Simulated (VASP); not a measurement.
Input of a VASP 6.6.1 run:

File INCAR:

```
SYSTEM = Li
  ALGO = Normal
  DIPOL = 0.5 0.5 0.500
  EDIFF = 1E-6
  EDIFFG = -0.03
  ENCUT = 520
  GGA = PS
  IBRION = 2
  IDIPOL = 3
  ISIF = 2
  ISMEAR = 0
  LASPH = .True.
  LCHARG = .False.
  LDIPOL = .True.
  LREAL = .False.
  LWAVE = .False.
  NELM = 60
  NSW = 90
  PREC = Accurate
  SIGMA = 0.1
```

The input KPOINTS:

```
k-points
0
Gamma
  12 12 1
  0 0 0
```

POSCAR

```
Li
1.0
    3.0569172096      0.0000000000      0.0000000000
   -1.5284586048      2.6473679608      0.0000000000
    0.0000000000      0.0000000000     26.9965768339
Li
5
Selective dynamics
Direct
    0.6666666667      0.3333333333      0.3148547333  F F F
    0.0000000000      0.0000000000      0.4074513111  F F F
    0.6666666667      0.3333333333      0.5000000000  T T T
    0.3333333333      0.6666666667      0.5925486889  T T T
    0.6666666667      0.3333333333      0.6851452667  T T T
```

Potentials or basis: VASP PAW PBE potentials, release 64 (Li_sv).

The run is started by

```bash
$ cat potpaw_PBE.64/Li_sv/POTCAR > POTCAR
$ mpirun -np 1 vasp_std > vasp.out
```

**Question.** What does it give for the energy gained by relaxing?

**Answer.** 1.1 meV/atom.

**Question.** Estimate the band gap on the k mesh.

**Answer.** Zero (an odd number of electrons rules out a gap without spin polarisation).

Step by step:
| step | energy change (eV) | largest force on free atoms (eV/Å) | pressure (GPa) |
| --- | --- | --- | --- |
| 1 | 0.0000 | 0.0884 | -0.04 |
| 2 | -0.0005 | 0.0849 | -0.03 |
| 3 | -0.0019 | 0.0729 | -0.03 |
| 4 | -0.0037 | 0.0460 | -0.02 |
| 5 | -0.0031 | 0.0845 | 0.02 |
| 6 | -0.0042 | 0.0332 | 0.00 |
| 7 | -0.0046 | 0.0302 | 0.00 |
| 8 | -0.0054 | 0.0209 | 0.01 |

Caveat: the cutoff is under 1.25 times the usual one of these potentials, so pressure, stress and relaxed cells hold a basis-set (Pulay) error; the highest band is partly filled, so the run has too few bands; the PAW data sets were made with another functional, which shifts forces and pressure a little.
